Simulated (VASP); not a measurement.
Wanted: the native input for a VASP 6.6.1 run.

```yaml
Task: relaxation of cell and atoms
Functional: PBE
Potentials_or_basis: VASP PAW PBE potentials, release 64 (Hg, P)
Cutoff: 600 eV
k_mesh: 6 × 6 × 8
Occupations: gaussian, width 0.01 eV
Spin: no spin polarisation
Dipole_correction: no
Further_INCAR_settings: ALGO = Normal; EDIFF = 1e-06; IBRION = 2; EDIFFG = -0.01; NSW = 100; ISIF = 3
```

The structure of Hg3P2 lies in POSCAR:

```
Hg3P2
1.0
    8.2192786285      0.0000000000      0.0000000000
   -4.1096393142      7.1181040930      0.0000000000
    0.0000000000      0.0000000000      4.8879954566
Hg P
3 2
Direct
    0.5000000000      0.0000000000      0.0000000000
    0.0000000000      0.5000000000      0.0000000000
    0.5000000000      0.5000000000      0.0000000000
    0.3333333333      0.6666666667      0.0000000000
    0.6666666667      0.3333333333      0.0000000000
```

One way to write it, as run:

INCAR

```
  PREC = Accurate
  ENCUT = 600
  EDIFF = 1E-6
  ISMEAR = 0
  SIGMA = 0.01
  LREAL = F
  LASPH = T
  NELM = 100
  ALGO = Normal
  ISIF = 3
  LWAVE = F
  LCHARG = F
  GGA = PE
  IBRION = 2
  NSW = 100
  EDIFFG = -0.01
```

KPOINTS

```
Automatic mesh
0
Gamma
  6 6 8
```

Potentials or basis: VASP PAW PBE potentials, release 64 (Hg, P).

Run with:

```bash
$ cat potpaw_PBE.64/Hg/POTCAR potpaw_PBE.64/P/POTCAR > POTCAR
$ mpirun -np 1 vasp_std > vasp.out
```

It gave:

```json
{
  "Relaxed cell": "a = 8.238 Å, b = 8.238 Å, c = 6.005 Å, α = 90.00°, β = 90.00°, γ = 120.00°",
  "Space group after relaxing (to 0.05 Å)": "P6/mmm (No. 191)",
  "Energy gained by relaxing": "4.8 meV/atom",
  "Ionic steps": "14",
  "Pressure after relaxing": "0.0 GPa",
  "Band gap on the k mesh": "zero (band 23 reaches -1.53 eV, above the bottom of band 24 at -1.54 eV)"
}
```

Caveat: spin-orbit coupling is left out, which moves the levels of the heavy elements.

Run time: 46 min on 1 thread of Intel(R) Xeon(R) Platinum 8259CL CPU @ 2.50GHz (Skylake/Cascade Lake), with other jobs on the host, peak memory 0.67 GiB.
